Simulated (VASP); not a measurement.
# Be (P4/mmm) in VASP: notebook

Runs on Be. Level: PBE. Tasks: single point, relaxation of cell and atoms.

Everything below comes from runs of VASP 6.6.1. Logs are shortened: lines on timing, memory, paths and dates and some standing lists are left out, and cuts for length are marked.

## 1. The cell of the first run

Symmetry: P4/mmm, No. 123, tetragonal system. The conventional cell has a = 2.020 Å, b = 2.020 Å, c = 2.668 Å, α = 90.00°, β = 90.00°, γ = 90.00°. Within 2.7 Å of Be (site symmetry 4/mmm) lie 6 Be at 2.02 to 2.67 Å.

The cell was built from a structure type or drawn by symmetry, and may not be a known phase.

## 2. Single point, PBE

File INCAR:

```
  PREC = Accurate
  ENCUT = 520
  EDIFF = 1E-6
  ISMEAR = 0
  SIGMA = 0.1
  LREAL = F
  LASPH = T
  NELM = 60
  ALGO = Fast
  ISIF = 2
  LWAVE = F
  LCHARG = F
  GGA = PE
  NBANDS = 7
```

File KPOINTS:

```
regular mesh
0
Gamma
  28 28 20
```

File POSCAR:

```
Be
1.0
    2.0200991377      0.0000000000      0.0000000000
    0.0000000000      2.0200991377      0.0000000000
    0.0000000000      0.0000000000      2.6680175559
Be
1
Direct
    0.5000000000      0.5000000000      0.0000000000
```

Potentials or basis: VASP PAW PBE potentials, release 64 (Be).

On the command line:

```
$ cat potpaw_PBE.64/Be/POTCAR > POTCAR
$ mpirun -np 1 vasp_std > vasp.out
```

OUTCAR:

```text
PREC = Accurate
   ENCUT = 520
   EDIFF = 1E-6
   ISMEAR = 0
   LREAL = F
   LASPH = T
   NELM = 60
   ISIF = 2
   GGA = PE

 ion  position               nearest neighbor table
   1  0.500  0.500  0.000-

  LATTYP: Found a simple tetragonal cell.
 ALAT       =     2.0200991377
 C/A-ratio  =     1.3207359511

  Lattice vectors:

 A1 = (   2.0200991377,   0.0000000000,   0.0000000000)
 A2 = (   0.0000000000,   2.0200991377,   0.0000000000)
 A3 = (   0.0000000000,   0.0000000000,   2.6680175559)

Analysis of symmetry for initial positions (statically):
=====================================================================
 Subroutine PRICEL returns:
 Original cell was already a primitive cell.

 Routine SETGRP: Setting up the symmetry group for a
 simple tetragonal supercell.

 Subroutine GETGRP returns: Found 16 space group operations
 (whereof 16 operations were pure point group operations)
 out of a pool of 16 trial point group operations.

The static configuration has the point symmetry D_4h.

Analysis of symmetry for dynamics (positions and initial velocities):
=====================================================================
 Subroutine PRICEL returns:
 Original cell was already a primitive cell.

 Routine SETGRP: Setting up the symmetry group for a
 simple tetragonal supercell.

 Subroutine GETGRP returns: Found 16 space group operations
 (whereof 16 operations were pure point group operations)
 out of a pool of 16 trial point group operations.

The dynamic configuration has the point symmetry D_4h.

 Subroutine INISYM returns: Found 16 space group operations
 (whereof 16 operations are pure point group operations),
 and found     1 'primitive' translations

----------------------------------------------------------------------------------------

                                     Primitive cell

  volume of cell :      10.8876

  direct lattice vectors                    reciprocal lattice vectors
     2.020099138  0.000000000  0.000000000     0.495025210  0.000000000  0.000000000
     0.000000000  2.020099138  0.000000000     0.000000000  0.495025210  0.000000000
     0.000000000  0.000000000  2.668017556     0.000000000  0.000000000  0.374810127

  length of vectors
     2.020099138  2.020099138  2.668017556     0.495025210  0.495025210  0.374810127

[... 77 lines left out ...]
   NELM   =     60;   NELMIN=  2; NELMDL= -5     # of ELM steps
   EDIFF  = 0.1E-05   stopping-criterion for ELM
   LREAL  =      F    real-space projection
   EDIFFG = 0.1E-04   stopping-criterion for IOM
   NSW    =      0    number of steps for IOM
   IBRION =     -1    ionic relax: 0-MD 1-quasi-New 2-CG
   NFREE  =      0    steps in history (QN), initial steepest desc. (CG)
   ISIF   =      2    stress and relaxation
   ISYM   =      2    0-nonsym 1-usesym 2-fastsym
   POTIM  = 0.5000    time-step for ionic-motion
   TEBEG  =    0.0;   TEEND  =   0.0 temperature during run
   PSTRESS=    0.0 pullay stress
   NELECT =       2.0000    total number of electrons
   NUPDOWN=      -1.0000    fix difference up-down
   EMIN   =  10.00;   EMAX   =-10.00  energy-range for DOS
   EFERMI =   0.00;   METHOD = LEGACY
   ISMEAR =     0;   SIGMA  =   0.10  broadening in eV -4-tet -1-fermi 0-gaus
   EFERMI_NEDOS =   21; number of points for ismear=-14 and -15
   IALGO  =     68    algorithm
   IMIX   =      4    mixing-type and parameters
     AMIX     =   0.40;   BMIX     =  1.00
     AMIX_MAG =   1.60;   BMIX_MAG =  1.00
  volume/ion in A,a.u.               =      10.89        73.47
  Fermi-wavevector in a.u.,A,eV,Ry     =   0.930622  1.758621 11.783434  0.866058
  Thomas-Fermi vector in A             =   2.057030
   LORBIT       =      0    0 simple, 1 ext, 2 COOP (PROOUT), +10 PAW based schemes
   GGA     = PE    functional components
   LHFCALC =     F    Hartree Fock is set to
   AEXX    =    0.0000 exact exchange contribution
   IVDW    =     0    specifies the selected vdW correction
   LEPSILON=     F    determine dielectric tensor
   LRPA    =     F    only Hartree local field effects (RPA)
 non-spin polarized calculation
 RMM-DIIS sequential band-by-band and
 Gauss-broadening in eV      SIGMA  =   0.10
  energy-cutoff  :      520.00
  volume of cell :       10.89
 maximum number of plane-waves:       306
 NGX is ok and might be reduce to    16
   NGX =  7   NGY =  7   NGZ =  9

 number of electron       2.0000000 magnetization

 Free energy of the ion-electron system (eV)
  ---------------------------------------------------
  ext. energy  EPLUGINS =         0.00000000
  ---------------------------------------------------
  free energy    TOTEN  =        -2.83240532 eV

  energy without entropy =       -2.83124165  energy(sigma->0) =       -2.83182349

 E-fermi :   4.0961     XC(G=0):  -9.4626

 val. band max:        4.0907807782   @ k =   0.4643   0.2857   0.3000
 cond. band min:       4.0971076042   @ k =   0.3214   0.0357   0.4000
 fundamental gap:      0.0063268260
 Fermi energy:         4.0960667889

 k-point     1 :       0.0000    0.0000    0.0000
  band No.  band energies     occupation
      1      -4.9815      2.00000
      2       9.8966      0.00000
      3      16.3324      0.00000
      4      21.8077      0.00000
      5      21.8077      0.00000
      6      27.9315      0.00000
      7      35.2176      0.00000
[... 221 lines left out ...]
 k-point    24 :       0.3214    0.0357    0.0000
  band No.  band energies     occupation
      1      -2.1517      2.00000
      2       8.7726      0.00000
      3      13.1768      0.00000
      4      20.0955      0.00000
      5      24.2588      0.00000
      6      28.4423      0.00000
      7      29.5044      0.00000

 [... further k-points ...]

------------------------ aborting loop because EDIFF is reached ----------------------------------------

  FORCE on cell =-STRESS in cart. coord.  units (eV):
  Direction    XX          YY          ZZ          XY          YZ          ZX
  --------------------------------------------------------------------------------------
  -------------------------------------------------------------------------------------
  Total        0.0079929      0.0079929     -0.0002066      0.0000000      0.0000000      0.0000000
  in kB        1.1762047      1.1762047     -0.0304068      0.0000000      0.0000000      0.0000000
  external PRESSURE =       0.7740009 kB  Pullay stress =       0.0000000 kB

 VOLUME and BASIS-vectors are now :
 -----------------------------------------------------------------------------
  energy-cutoff  :      520.00
  volume of cell :       10.89
      direct lattice vectors                 reciprocal lattice vectors
     2.020099138  0.000000000  0.000000000     0.495025210  0.000000000  0.000000000
     0.000000000  2.020099138  0.000000000     0.000000000  0.495025210  0.000000000
     0.000000000  0.000000000  2.668017556     0.000000000  0.000000000  0.374810127

 POSITION                                       TOTAL-FORCE (eV/Angst)
 -----------------------------------------------------------------------------------
      1.01005      1.01005      0.00000         0.000000      0.000000      0.000000
 -----------------------------------------------------------------------------------
    total drift:                               -0.000000     -0.000000     -0.000000

  FREE ENERGIE OF THE ION-ELECTRON SYSTEM (eV)
  ---------------------------------------------------
  free  energy   TOTEN  =        -2.8324053221 eV

  energy  without entropy=       -2.8312416528  energy(sigma->0) =       -2.83182349
```

OSZICAR:

```text
N       E                     dE             d eps       ncg     rms          rms(c)
DAV:   1    -0.210661915381E+01   -0.21066E+01   -0.78324E+02 19397   0.218E+02
DAV:   2    -0.293185885952E+01   -0.82524E+00   -0.80038E+00 25662   0.185E+01
DAV:   3    -0.293341084832E+01   -0.15520E-02   -0.15516E-02 20818   0.715E-01
DAV:   4    -0.293341122649E+01   -0.37817E-06   -0.37815E-06 27272   0.121E-02
DAV:   5    -0.293341122708E+01   -0.58762E-09   -0.11367E-09 21210   0.929E-05    0.145E+00
RMM:   6    -0.286117947962E+01    0.72232E-01   -0.56314E-03 18608   0.475E-01    0.826E-01
RMM:   7    -0.283241061525E+01    0.28769E-01   -0.79909E-03 20462   0.441E-01    0.524E-02
RMM:   8    -0.283240469539E+01    0.59199E-05   -0.16870E-04 20634   0.119E-01    0.101E-02
RMM:   9    -0.283240536018E+01   -0.66479E-06   -0.13270E-05 21088   0.261E-02    0.299E-03
RMM:  10    -0.283240532208E+01    0.38097E-07   -0.45164E-07 19322   0.628E-03
   1 F= -.28324053E+01 E0= -.28318235E+01  d E =-.116367E-02
```

Run time: 1.8 min. Hardware: 1 thread of AMD EPYC, shared host; peak memory 0.16 GiB.

Results:

| Item | Value |
| --- | --- |
| Free energy | -2.8324 eV |
| Pressure | 0.1 GPa |
| Band gap on the k mesh | zero (bands 1 and 2 overlap by 9.20 eV) |

## 3. Relaxation of cell and atoms, PBE

This run uses another cell than the first one, of 11.37 Å³/atom.

File INCAR:

```
ALGO = Normal
EDIFF = 1E-6
EDIFFG = -0.01
ENCUT = 600
GGA = PE
IBRION = 2
ISIF = 3
ISMEAR = 0
LASPH = T
LCHARG = F
LREAL = F
LWAVE = F
NELM = 100
NSW = 100
PREC = Accurate
SIGMA = 0.1
```

File KPOINTS:

```
k-points
0
Gamma
  28 28 20
```

File POSCAR:

```
Be
1.0
    2.0087305119      0.0000000000      0.0000000000
    0.0000000000      2.0087305119      0.0000000000
    0.0000000000      0.0000000000      2.8171640053
Be
1
Direct
    0.5000000000      0.5000000000      0.0000000000
```

Potentials or basis: VASP PAW PBE potentials, release 64 (Be).

On the command line:

```
$ cat potpaw_PBE.64/Be/POTCAR > POTCAR
$ mpirun -np 1 vasp_std > vasp.out
```

Wall time 4.3 min (1 thread of AMD EPYC, shared host); peak memory 0.17 GiB.

It converged, with:

* Free energy: -2.8324 eV
* Relaxed volume: 10.90 Å³/atom
* Relaxed cell: a = 2.022 Å, b = 2.022 Å, c = 2.667 Å, α = 90.00°, β = 90.00°, γ = 90.00°
* Space group after relaxing (to 0.1 Å): P4/mmm (No. 123)
* Energy gained by relaxing: 9.1 meV/atom
* Ionic steps: 6
* Pressure after relaxing: -0.1 GPa
* Band gap on the k mesh: zero (bands 1 and 2 overlap by 9.19 eV)

Stress tensor (GPa, compression positive):
```
-0.11  0.00  0.00
 0.00 -0.11  0.00
 0.00  0.00  0.04
```

The path:
```
step  energy change (eV)  largest force (eV/Å)  pressure (GPa)  volume (Å³)
   1              0.0000                0.0000            0.15        11.37
   2             -0.0043                0.0000           -1.05        11.38
   3             -0.0056                0.0000           -1.94        11.39
   4             -0.0082                0.0000           -1.03        11.14
   5             -0.0090                0.0000           -0.22        10.94
   6             -0.0091                0.0000           -0.06        10.90
```

Final structure:
```yaml
crystal:
  lattice:
    - [2.02165, 0.00000, 0.00000]
    - [0.00000, 2.02165, 0.00000]
    - [0.00000, 0.00000, 2.66651]
  atoms:
    - { symbol: Be, position: [0.50000, 0.50000, 0.00000] }
```

Levels at points of the mesh, in eV from the Fermi level:
| k point | band 1 | band 2 | band 3 | band 4 |
| --- | --- | --- | --- | --- |
| (0.00, 0.00, 0.00) | -9.08 | 5.82 | 12.26 | 17.67 |
| (0.50, 0.00, 0.00) | -3.77 | 0.44 | 11.55 | 18.59 |
| (0.50, 0.50, 0.00) | 2.64 | 2.64 | 8.79 | 11.06 |
| (0.00, 0.00, 0.50) | -4.83 | -4.71 | 18.92 | 18.92 |
| (0.50, 0.00, 0.50) | -1.44 | 2.39 | 5.62 | 6.57 |
| (0.50, 0.50, 0.50) | 4.47 | 4.47 | 8.89 | 12.08 |
